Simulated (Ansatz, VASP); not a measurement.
## Pt: VASP beside Ansatz

Contents of INCAR:

```
  AGGAC = 1.0
  AGGAX = 1.0
  ALDAC = 0.0
  ALDAX = 1.0
  ALGO = Normal
  EDIFF = 1E-6
  ENCUT = 570
  GGA = B5
  GGA_COMPAT = False
  ISIF = 2
  ISMEAR = -1
  ISPIN = 2
  LASPH = True
  LCHARG = False
  LMAXMIX = 4
  LORBIT = 11
  LREAL = False
  LWAVE = False
  MAGMOM = 1
  NBANDS = 19
  NELM = 200
  PREC = Accurate
  SIGMA = 0.05
```

KPOINTS

```
k-points
0
Gamma
  22 22 22
```

File POSCAR:

```
Pt
1.0
    0.0000000000      1.9981660487      1.9981660487
    1.9981660487      0.0000000000      1.9981660487
    1.9981660487      1.9981660487      0.0000000000
Pt
1
Direct
    0.0000000000      0.0000000000      0.0000000000
```

Input for Ansatz:

```yaml
crystal:
  lattice:
    - [0.0, 1.9981660487, 1.9981660487]
    - [1.9981660487, 0.0, 1.9981660487]
    - [1.9981660487, 1.9981660487, 0.0]
  atoms:
    - { symbol: Pt, position: [0.0, 0.0, 0.0], spin: 1.0 }
hamiltonian:
  xc: blyp
  pseudopotentials:
    kind: paw
    azcp:
      Pt: "pseudopotentials/Pt.paw.azcp"
basis:
  ecutwfc: 420
  fft_grid_basis: typed
kpoints:
  mp_grid: { grid: [22, 22, 22], shift: [0, 0, 0] }
magnetization:
  spin_polarized: true
scf:
  occupations: { method: fermi_dirac, width: 0.05 }
output:
  stress: true
```

Alike in both runs: task single point; functional BLYP; k mesh 22 × 22 × 22; occupations fermi-dirac, width 0.05 eV; collinear spin.

```csv
,VASP,Ansatz
version,VASP 6.6.1,Ansatz 0.2.0
potentials or method,"VASP PAW PBE potentials, release 64 (Pt_sv_GW), cutoff 570 eV","plane waves (420 eV) with PAW, scalar-relativistic"
valence electrons in the cell,18,18
```

VASP gave:

```
pressure (GPa)           : 9.1
net moment per atom (μB) : 0.00
```

Problem. Which values does Ansatz return?

Solution. Pressure (GPa): 9.2; net moment per atom (μB): 0.00.

VASP's potentials were made for PBE, not for BLYP. Ansatz's warnings: seeded moment not kept.

Spin-orbit coupling is off throughout.
